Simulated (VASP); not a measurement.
# CuO (Cc) in VASP: single point with PBE+U

Aim: the single point of CuO with PBE+U.

Everything below comes from runs of VASP 6.6.1. Logs are shortened: lines on timing, memory, paths and dates and some standing lists are left out, and cuts for length are marked.

### Step 1. The cell of the first run

Symmetry: Cc, No. 9, monoclinic system. The conventional cell has a = 4.689 Å, b = 3.427 Å, c = 5.132 Å, α = 90.00°, β = 99.65°, γ = 90.00°. Cu (site symmetry 1) has 4 O at 1.91 to 2.02 Å within 2.5 Å. Within 2.5 Å of O (site symmetry 1) lie 4 Cu at 1.91 to 2.02 Å.

### Step 2. Single point, PBE+U, collinear spin

Contents of INCAR:

```
ALGO     = Normal         # electronic algorithm
EDIFF    = 1E-6           # SCF threshold, eV
ENCUT    = 520            # plane-wave cutoff, eV
GGA      = PE             # functional
ISIF     = 2              # what is computed and relaxed
ISMEAR   = 0              # smearing method
ISPIN    = 2              # spin polarisation
LASPH    = True           # aspherical terms in the spheres
LCHARG   = False          # write CHGCAR
LDAU     = True           # DFT+U
LDAUJ    = 0 0          
LDAUL    = 2 -1           # shell
LDAUPRINT= 1            
LDAUTYPE = 2            
LDAUU    = 4 0            # U, eV
LMAXMIX  = 4              # l up to which the mixer works
LORBIT   = 11             # projections on sites
LREAL    = False          # projectors in reciprocal space
LWAVE    = False          # write WAVECAR
MAGMOM   = 1 1 0 0        # initial moments
NBANDS   = 29             # bands
NELM     = 150            # most SCF steps
PREC     = Accurate       # precision mode
SIGMA    = 0.05           # smearing width, eV
```

Contents of KPOINTS:

```
k-points
0
Gamma
  8 8 6
```

Contents of POSCAR:

```
CuO
1.0
    2.3446497597     -1.7133998245      0.0000000000
    2.3446497597      1.7133998245      0.0000000000
   -0.8605499119      0.0000000000      5.0594394816
Cu O
2 2
Direct
    0.0032000000      0.4968000000      0.0000000000
    0.4968000000      0.0032000000      0.5000000000
    0.5714000000      0.4056000000      0.2537000000
    0.4056000000      0.5714000000      0.7537000000
```

Potentials or basis: VASP PAW PBE potentials, release 64 (Cu, O).

Run with:

```sh
cat potpaw_PBE.64/Cu/POTCAR potpaw_PBE.64/O/POTCAR > POTCAR
mpirun -np 1 vasp_std > vasp.out
```

OUTCAR:

```text
EDIFF = 1E-6
   ENCUT = 520
   GGA = PE
   ISIF = 2
   ISMEAR = 0
   ISPIN = 2
   LASPH = True
   LORBIT = 11
   LREAL = False
   NELM = 150
   PREC = Accurate

 ion  position               nearest neighbor table
   1  0.003  0.497  0.000-   4 1.91   3 1.93   4 1.98   3 2.02
   2  0.497  0.003  0.500-   3 1.91   4 1.93   3 1.98   4 2.02
   3  0.571  0.406  0.254-   2 1.91   1 1.93   2 1.98   1 2.02
   4  0.406  0.571  0.754-   1 1.91   2 1.93   1 1.98   2 2.02

  LATTYP: Found a base centered monoclinic cell.
 ALAT       =     4.6892995194
 B/A-ratio  =     0.7307700510
 C/A-ratio  =     1.0944283424
 COS(beta)  =    -0.1676798048

  Lattice vectors:

 A1 = (   2.3446497597,  -1.7133998245,   0.0000000000)
 A2 = (   2.3446497597,   1.7133998245,   0.0000000000)
 A3 = (  -0.8605499119,   0.0000000000,   5.0594394816)

Analysis of symmetry for initial positions (statically):
=====================================================================
 Subroutine PRICEL returns:
 Original cell was already a primitive cell.

 Routine SETGRP: Setting up the symmetry group for a
 base centered monoclinic supercell.

 Subroutine GETGRP returns: Found  2 space group operations
 (whereof  1 operations were pure point group operations)
 out of a pool of  4 trial point group operations.

The static configuration has the point symmetry C_1 .
 The point group associated with its full space group is C_1h.

Analysis of symmetry for dynamics (positions and initial velocities):
=====================================================================
 Subroutine PRICEL returns:
 Original cell was already a primitive cell.

 Routine SETGRP: Setting up the symmetry group for a
 base centered monoclinic supercell.

 Subroutine GETGRP returns: Found  2 space group operations
 (whereof  1 operations were pure point group operations)
 out of a pool of  4 trial point group operations.

The dynamic configuration has the point symmetry C_1 .
 The point group associated with its full space group is C_1h.

Analysis of structural, dynamic, and magnetic symmetry:
=====================================================================
 Subroutine PRICEL returns:
 Original cell was already a primitive cell.

 Routine SETGRP: Setting up the symmetry group for a
 base centered monoclinic supercell.

 Subroutine GETGRP returns: Found  2 space group operations
 (whereof  1 operations were pure point group operations)
 out of a pool of  4 trial point group operations.

The overall configuration has the point symmetry C_1 .
 The point group associated with its full space group is C_1h.

 Subroutine INISYM returns: Found  2 space group operations
 (whereof  1 operations are pure point group operations),
 and found     1 'primitive' translations

----------------------------------------------------------------------------------------

                                     Primitive cell

  volume of cell :      40.6508

  direct lattice vectors                    reciprocal lattice vectors
[... 134 lines left out ...]
atom =   1  type =  1  l = 2

 onsite density matrix

spin component  1

  0.9647 -0.0000  0.0075 -0.0062  0.0016
 -0.0000  0.9902 -0.0003 -0.0241  0.0081
  0.0075 -0.0003  0.9747  0.0006 -0.0013
 -0.0062 -0.0241  0.0006  1.0053 -0.0111
  0.0016  0.0081 -0.0013 -0.0111  0.9776

spin component  2

  0.9492 -0.0400  0.0104  0.0478 -0.0164
 -0.0400  0.7914  0.0035  0.2475 -0.0828
  0.0104  0.0035  0.9697 -0.0046  0.0000
  0.0478  0.2475 -0.0046  0.6159  0.1178
 -0.0164 -0.0828  0.0000  0.1178  0.9263

 occupancies and eigenvectors

  o =  0.3940  v =  0.0000  0.0000  0.0000  0.0000  0.0000 -0.1152 -0.5534  0.0117  0.7819 -0.2627      0.0000  0.0000  0.0000  0.0000  0.0000  0.0000  0.0000  0.0000  0.0000  0.0000
  o =  0.9501  v =  0.0000  0.0000  0.0000  0.0000  0.0000  0.8498  0.1801 -0.4293  0.2234 -0.1061      0.0000  0.0000  0.0000  0.0000  0.0000  0.0000  0.0000  0.0000  0.0000  0.0000
  o =  0.9594  v =  0.8629  0.1648 -0.4322  0.1940 -0.0613  0.0000  0.0000  0.0000  0.0000  0.0000      0.0000  0.0000  0.0000  0.0000  0.0000  0.0000  0.0000  0.0000  0.0000  0.0000
  o =  0.9657  v =  0.0000  0.0000  0.0000  0.0000  0.0000  0.0834  0.0485  0.1421  0.3534  0.9196      0.0000  0.0000  0.0000  0.0000  0.0000  0.0000  0.0000  0.0000  0.0000  0.0000
  o =  0.9671  v =  0.0000  0.0000  0.0000  0.0000  0.0000  0.1505 -0.7835 -0.3233 -0.4442  0.2483      0.0000  0.0000  0.0000  0.0000  0.0000  0.0000  0.0000  0.0000  0.0000  0.0000
  o =  0.9728  v = -0.0481  0.6300  0.3506  0.5793  0.3772  0.0000  0.0000  0.0000  0.0000  0.0000      0.0000  0.0000  0.0000  0.0000  0.0000  0.0000  0.0000  0.0000  0.0000  0.0000
  o =  0.9738  v = -0.1360  0.4675  0.0411  0.0234 -0.8722  0.0000  0.0000  0.0000  0.0000  0.0000      0.0000  0.0000  0.0000  0.0000  0.0000  0.0000  0.0000  0.0000  0.0000  0.0000
  o =  0.9756  v =  0.0000  0.0000  0.0000  0.0000  0.0000  0.4848 -0.2123  0.8312 -0.1288 -0.1117      0.0000  0.0000  0.0000  0.0000  0.0000  0.0000  0.0000  0.0000  0.0000  0.0000
  o =  0.9792  v =  0.4772 -0.1991  0.8298 -0.1510 -0.1461  0.0000  0.0000  0.0000  0.0000  0.0000      0.0000  0.0000  0.0000  0.0000  0.0000  0.0000  0.0000  0.0000  0.0000  0.0000
  o =  1.0273  v = -0.0828 -0.5637  0.0065  0.7768 -0.2681  0.0000  0.0000  0.0000  0.0000  0.0000      0.0000  0.0000  0.0000  0.0000  0.0000  0.0000  0.0000  0.0000  0.0000  0.0000

atom =   2  type =  1  l = 2

 onsite density matrix

spin component  1

  0.9647 -0.0000 -0.0075  0.0062 -0.0016
 -0.0000  0.9902  0.0003  0.0241 -0.0081
 -0.0075  0.0003  0.9747  0.0006 -0.0013
  0.0062  0.0241  0.0006  1.0053 -0.0111
 -0.0016 -0.0081 -0.0013 -0.0111  0.9776

spin component  2

  0.9492 -0.0400 -0.0104 -0.0478  0.0164
 -0.0400  0.7914 -0.0035 -0.2475  0.0828
 -0.0104 -0.0035  0.9697 -0.0046  0.0000
 -0.0478 -0.2475 -0.0046  0.6159  0.1178
  0.0164  0.0828  0.0000  0.1178  0.9263

 occupancies and eigenvectors

  o =  0.3940  v =  0.0000  0.0000  0.0000  0.0000  0.0000  0.1152  0.5534  0.0117  0.7819 -0.2627      0.0000  0.0000  0.0000  0.0000  0.0000  0.0000  0.0000  0.0000  0.0000  0.0000
  o =  0.9501  v =  0.0000  0.0000  0.0000  0.0000  0.0000 -0.8498 -0.1801 -0.4293  0.2234 -0.1061      0.0000  0.0000  0.0000  0.0000  0.0000  0.0000  0.0000  0.0000  0.0000  0.0000
  o =  0.9594  v =  0.8629  0.1648  0.4322 -0.1940  0.0613  0.0000  0.0000  0.0000  0.0000  0.0000      0.0000  0.0000  0.0000  0.0000  0.0000  0.0000  0.0000  0.0000  0.0000  0.0000
  o =  0.9657  v =  0.0000  0.0000  0.0000  0.0000  0.0000 -0.0834 -0.0485  0.1421  0.3534  0.9196      0.0000  0.0000  0.0000  0.0000  0.0000  0.0000  0.0000  0.0000  0.0000  0.0000
  o =  0.9671  v =  0.0000  0.0000  0.0000  0.0000  0.0000 -0.1505  0.7835 -0.3233 -0.4442  0.2483      0.0000  0.0000  0.0000  0.0000  0.0000  0.0000  0.0000  0.0000  0.0000  0.0000
  o =  0.9728  v =  0.0481 -0.6300  0.3506  0.5793  0.3772  0.0000  0.0000  0.0000  0.0000  0.0000      0.0000  0.0000  0.0000  0.0000  0.0000  0.0000  0.0000  0.0000  0.0000  0.0000
  o =  0.9738  v = -0.1360  0.4675 -0.0411 -0.0234  0.8722  0.0000  0.0000  0.0000  0.0000  0.0000      0.0000  0.0000  0.0000  0.0000  0.0000  0.0000  0.0000  0.0000  0.0000  0.0000
  o =  0.9756  v =  0.0000  0.0000  0.0000  0.0000  0.0000 -0.4848  0.2123  0.8312 -0.1288 -0.1117      0.0000  0.0000  0.0000  0.0000  0.0000  0.0000  0.0000  0.0000  0.0000  0.0000
  o =  0.9792  v = -0.4772  0.1991  0.8298 -0.1510 -0.1461  0.0000  0.0000  0.0000  0.0000  0.0000      0.0000  0.0000  0.0000  0.0000  0.0000  0.0000  0.0000  0.0000  0.0000  0.0000
  o =  1.0273  v =  0.0828  0.5637  0.0065  0.7768 -0.2681  0.0000  0.0000  0.0000  0.0000  0.0000      0.0000  0.0000  0.0000  0.0000  0.0000  0.0000  0.0000  0.0000  0.0000  0.0000

 number of electron      33.9999999 magnetization       1.9965559

 Free energy of the ion-electron system (eV)
  ---------------------------------------------------
  ext. energy  EPLUGINS =         0.00000000
  ---------------------------------------------------
  free energy    TOTEN  =       -17.07240037 eV

  energy without entropy =      -17.07228511  energy(sigma->0) =      -17.07234274

 E-fermi :   5.4113     XC(G=0): -11.8485

 val. band max:        5.3161811272   @ k =   0.5000   0.3750   0.0000
 cond. band min:       5.4267914874   @ k =  -0.3750   0.3750   0.0000
 fundamental gap:      0.1106103602
 Fermi energy:         5.4112965396

 spin component 1

 k-point     1 :       0.0000    0.0000    0.0000
  band No.  band energies     occupation
      1     -14.2148      1.00000
      2     -12.8739      1.00000
      3      -2.8457      1.00000
      4      -1.7222      1.00000
      5      -1.3579      1.00000
      6       0.3251      1.00000
[... 1529 lines left out ...]
     28      25.3227      0.00000
     29      26.9016      0.00000

 [... further k-points ...]
[... 5 lines left out ...]
  --------------------------------------------------------------------------------------
  -------------------------------------------------------------------------------------
  Total        1.0839429      1.2985607      1.3513616      0.0000000      0.0000000     -0.0605159
  in kB       42.7216378     51.1804092     53.2614601      0.0000000      0.0000000     -2.3851249
  external PRESSURE =      49.0545024 kB  Pullay stress =       0.0000000 kB

 VOLUME and BASIS-vectors are now :
 -----------------------------------------------------------------------------
  energy-cutoff  :      520.00
  volume of cell :       40.65
      direct lattice vectors                 reciprocal lattice vectors
     2.344649760 -1.713399824  0.000000000     0.213251467 -0.291817469  0.036271514
     2.344649760  1.713399824  0.000000000     0.213251467  0.291817469  0.036271514
    -0.860549912  0.000000000  5.059439482     0.000000000  0.000000000  0.197650353

 POSITION                                       TOTAL-FORCE (eV/Angst)
 -----------------------------------------------------------------------------------
      1.17232      0.84573      0.00000        -0.692046      0.301664      0.291818
      0.74205     -0.84573      2.52972        -0.692046     -0.301664      0.291818
      2.07240     -0.28408      1.28358         0.692046      0.100272     -0.291818
      1.64213      0.28408      3.81330         0.692046     -0.100272     -0.291818
 -----------------------------------------------------------------------------------
    total drift:                               -0.000459      0.000000     -0.000357

  FREE ENERGIE OF THE ION-ELECTRON SYSTEM (eV)
  ---------------------------------------------------
  free  energy   TOTEN  =       -17.0724003704 eV

  energy  without entropy=      -17.0722851067  energy(sigma->0) =      -17.07234274

 total charge

# of ion       s       p       d       tot
------------------------------------------
    1        0.378   0.390   9.144   9.912
    2        0.378   0.390   9.144   9.912
    3        1.558   3.439   0.000   4.997
    4        1.558   3.439   0.000   4.997
--------------------------------------------------
tot          3.870   7.659  18.288  29.818

 magnetization (x)

# of ion       s       p       d       tot
------------------------------------------
    1       -0.003   0.004   0.660   0.661
    2       -0.003   0.004   0.660   0.661
    3        0.020   0.278   0.000   0.297
    4        0.020   0.278   0.000   0.297
--------------------------------------------------
tot          0.033   0.564   1.321   1.917
```

Wall time 5.8 min (1 thread of Intel Xeon 8259CL, shared host); peak memory 0.32 GiB.

What came out:

- Free energy: -17.0724 eV
- Pressure: 4.9 GPa
- Largest force: 0.809 eV/Å
- Band gap on the k mesh: zero (filled and empty bands overlap)
- Net moment: 2.00 μB per cell
- Site moments: Cu +0.66; O +0.30 μB
- Valence electrons inside the program's atomic spheres: Cu 9.91; O 5.00

Forces in eV/Å, atoms in the order of the input:
```
Cu  -0.692  0.302  0.292
Cu  -0.692 -0.302  0.292
O    0.692  0.100 -0.292
O    0.692 -0.100 -0.292
```

Levels at points of the mesh, in eV from the Fermi level:
Spin up:
```csv
k point,band 14,band 15,band 16,band 17,band 18,band 19,band 20,band 21,band 22,band 23
"(0.00, 0.00, 0.00)",-2.71,-2.71,-2.32,-0.65,-0.12,1.63,6.34,8.20,13.62,15.47
"(0.50, 0.00, 0.00)",-3.01,-2.71,-2.04,-1.08,-0.74,5.12,6.57,7.10,11.28,11.45
"(0.50, 0.50, 0.00)",-3.88,-3.53,-2.70,-1.63,0.02,3.69,7.13,8.85,10.19,11.13
"(0.00, 0.00, 0.50)",-3.47,-2.01,-2.01,-0.76,-0.76,3.96,3.96,11.81,11.81,14.42
"(0.50, 0.00, 0.50)",-3.70,-3.06,-2.73,-1.28,-0.30,5.45,6.61,8.41,8.68,13.21
"(0.50, 0.50, 0.50)",-3.05,-2.36,-2.36,-1.82,-1.82,5.41,5.41,9.16,9.16,13.04
```
Spin down:
```csv
k point,band 14,band 15,band 16,band 17,band 18,band 19
"(0.00, 0.00, 0.00)",-2.23,-2.17,-1.70,1.26,1.92,2.09
"(0.50, 0.00, 0.00)",-2.47,-2.16,-1.49,1.23,1.54,5.24
"(0.50, 0.50, 0.00)",-3.08,-2.16,-1.33,0.10,2.31,3.69
"(0.00, 0.00, 0.50)",-3.06,-1.49,-1.49,1.49,1.49,4.27
"(0.50, 0.00, 0.50)",-2.58,-2.25,-2.17,0.89,1.86,5.59
"(0.50, 0.50, 0.50)",-2.51,-1.75,-1.75,0.90,0.90,5.47
```

Eigenvalues of the final occupation matrices:
| site | spin | trace | eigenvalues |
| --- | --- | --- | --- |
| site 1 d | 1 | 4.91 | 0.96 0.97 0.97 0.98 1.03 |
| site 1 d | 2 | 4.25 | 0.39 0.95 0.97 0.97 0.98 |
| site 2 d | 1 | 4.91 | 0.96 0.97 0.97 0.98 1.03 |
| site 2 d | 2 | 4.25 | 0.39 0.95 0.97 0.97 0.98 |

Caveat: the cell stands under pressure.
